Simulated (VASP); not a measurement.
Cs, 1 atom in the cell. The structure is monoclinic, space group C2/m (No. 12). The conventional cell has a = 6.038 Å, b = 8.676 Å, c = 5.110 Å, α = 90.00°, β = 120.26°, γ = 90.00°. 

```yaml
Program: VASP 6.6.1
Task: single point
Functional: PBE
Potentials_or_basis: VASP PAW PBE potentials, release 64 (Cs_sv)
Cutoff: 520 eV
k_mesh: 9 × 9 × 9
Occupations: fermi-dirac, width 0.08 eV
Spin: no spin polarisation
Dipole_correction: no
Further_INCAR_settings: ALGO = Fast; EDIFF = 1e-07; NBANDS = 10
```

Potentials or basis: VASP PAW PBE potentials, release 64 (Cs_sv).

Command:

```bash
$ cat potpaw_PBE.64/Cs_sv/POTCAR > POTCAR
$ mpirun -np 1 vasp_std > vasp.out
```

Hardware: 1 thread of AMD EPYC 9R45 96-Core Processor (Zen 5), with other jobs on the host.

Estimate the wall time of this run.

Run time: 2.2 min on 1 thread of AMD EPYC 9R45 96-Core Processor (Zen 5) (shared host), peak memory 0.36 GiB. Counts: scf iterations 13, k points 205.
